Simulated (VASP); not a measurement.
# B17HN18 (a cell with a defect) in VASP: a series of runs, part 3 of 3

VASP 6.6.1.

### 7 Single point, PBE

The input, INCAR:

```
  ALGO = Normal
  EDIFF = 1E-6
  ENCUT = 520
  GGA = PE
  GGA_COMPAT = F
  ISIF = 2
  ISMEAR = 0
  ISYM = -1
  LASPH = T
  LCHARG = T
  LELF = T
  LREAL = Auto
  LVHAR = T
  LWAVE = F
  NBANDS = 95
  NELM = 120
  PREC = Accurate
  SIGMA = 0.01
```

The input, KPOINTS:

```
explicit points
1
Reciprocal
  0.25000000   0.25000000   0.25000000 1
```

The input, POSCAR:

```
B17HN18
1.0
    7.4650312844      0.0000000000      0.0000000000
   -3.7325156422      6.4649067324      0.0000000000
    0.0000000000      0.0000000000      6.4954828762
B N H
17 18 1
Direct
    0.1139811285      0.2233211501      0.2501857268
    0.2181363630      0.1100974507      0.7358731916
    0.1138431416      0.5565452786      0.2524353756
    0.2225196083      0.4434092789      0.7595590585
    0.1137772819      0.8899428391      0.2491392467
    0.2184481918      0.7782767543      0.7545128099
    0.4473379842      0.2235177671      0.2489220258
    0.5510009204      0.1111877117      0.7436092069
    0.4474354112      0.5564680186      0.2517998834
    0.4472677491      0.8899333826      0.2511256778
    0.5577330923      0.7833583850      0.7641286719
    0.7804680958      0.2233458778      0.2501731506
    0.8874088054      0.1174491707      0.7540888566
    0.7802222413      0.5565163164      0.2512416601
    0.8800419007      0.4446219080      0.7538465006
    0.7804636417      0.8898114797      0.2511693497
    0.8852203661      0.7834076142      0.7520254132
    0.1094358300      0.2234511980      0.7491128431
    0.2245368193      0.1125250501      0.2473602803
    0.1086539574      0.5569271811      0.7591608464
    0.2246005025      0.4457765837      0.2534356855
    0.1077555903      0.8889339595      0.7479438917
    0.2246204400      0.7791934278      0.2512671478
    0.4338016653      0.2095875243      0.7157149113
    0.5580134092      0.1124829509      0.2478298244
    0.4400032751      0.5691261463      0.7817078427
    0.5579690520      0.4457633937      0.2517083039
    0.4405380725      0.8890998232      0.7569782232
    0.5580144203      0.7792383725      0.2539819822
    0.7734746717      0.2243984281      0.7518908118
    0.8912830722      0.1125509500      0.2507430247
    0.7877439706      0.5699017823      0.7386883805
    0.8912948883      0.4458689677      0.2509077325
    0.7783190075      0.8972185677      0.7597219090
    0.8912869214      0.7792733959      0.2496801646
    0.5146466980      0.3661190382      0.6933114711
```

Run with:

```
$ cat potpaw_PBE.64/B/POTCAR potpaw_PBE.64/N/POTCAR potpaw_PBE.64/H/POTCAR > POTCAR
$ mpirun -np 1 vasp_std > vasp.out
```

Wall time 2 min (1 thread of Intel Xeon Platinum 8488C (Sapphire Rapids), shared host); peak memory 0.37 GiB.

It converged, with:

```
Free energy   : -305.7293 eV
Pressure      : 9.5 GPa
Largest force : 0.030 eV/Å
```

Forces on the atoms (eV/Å):
```
B    0.003 -0.006  0.009
B    0.007  0.022 -0.012
B    0.003  0.000 -0.015
B    0.003 -0.004  0.014
B    0.010 -0.006 -0.011
B    0.001  0.005 -0.008
B    0.012 -0.014  0.005
B   -0.016  0.025 -0.002
B    0.003  0.004  0.006
B    0.009  0.000 -0.005
B    0.004  0.001  0.013
B    0.007 -0.008 -0.011
B   -0.012  0.014 -0.004
B    0.011  0.001  0.011
B   -0.007 -0.006 -0.009
B    0.004 -0.005  0.002
B    0.000 -0.013  0.003
N    0.004 -0.006 -0.001
N   -0.006  0.006 -0.006
N    0.002 -0.001 -0.003
N   -0.007  0.004  0.002
N    0.001 -0.014  0.004
N   -0.008  0.001  0.013
N    0.010  0.021 -0.002
N   -0.013  0.007  0.004
N    0.016 -0.017 -0.008
N   -0.004  0.003 -0.010
N   -0.002 -0.012 -0.002
N   -0.002  0.001  0.001
N    0.004 -0.006  0.004
N   -0.003  0.005  0.005
N   -0.027  0.007  0.006
N   -0.009  0.006  0.005
N    0.005 -0.012 -0.005
N   -0.011 -0.001  0.002
H    0.005 -0.004  0.004
```

Stress tensor (GPa, compression positive):
```
 8.16  0.85  0.01
 0.85 16.75 -0.05
 0.01 -0.05  3.67
```

Levels at points of the mesh, in eV from the Fermi level:
```tsv
k point	band 67	band 68	band 69	band 70	band 71	band 72	band 73	band 74	band 75	band 76
(0.25, 0.25, 0.25)	-0.70	-0.54	-0.38	-0.31	-0.08	0.14	4.68	4.79	5.05	5.53
```
